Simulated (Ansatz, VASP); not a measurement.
**CdTe4 in VASP and in Ansatz**

```
Cd Te
1.0
    -3.47866    3.47866    3.47866
     3.47866   -3.47866    3.47866
     3.47866    3.47866   -3.47866
Cd Te
1 4
Direct
  0.00000 0.00000 0.00000
  0.50000 0.50000 0.50000
  0.50000 0.00000 0.00000
  0.00000 0.00000 0.50000
  0.00000 0.50000 0.00000
```

Change from the starting cell: species swapped into the GeF4 type (I-43m, No. 217).

Alike in both runs: task relaxation of cell and atoms; functional PBE; k mesh 8 × 8 × 8; occupations gaussian, width 0.1 eV; no spin polarisation.

|  | VASP | Ansatz |
| --- | --- | --- |
| version | VASP 6.6.1 | Ansatz 0.2.0 |
| potentials or method | VASP PAW PBE potentials, release 64 (Cd, Te), cutoff 600 eV | scalar-relativistic, plane waves, PAW |
| valence electrons in the cell | 36 | 84 |

|  | VASP | Ansatz | Ansatz less VASP |
| --- | --- | --- | --- |
| gap on the k mesh at the Fermi level, each at its own relaxed structure (eV) | none | none | - |
| relaxed volume (Å³/atom) | 33.68 | 33.68 | 0.000 |
| relaxed cell length with the largest relative difference (Å) | 6.025 | 6.025 | 0.0000 |

A gap of «none» marks a metal or a gap that the smearing closes. VASP's potentials hold 36 valence electrons a cell and Ansatz's 84, so a difference there can come from the potentials and not from the codes.

Neither program's run includes spin-orbit coupling. Noted on VASP's run: the relaxation stopped at its first step, so nothing moved.
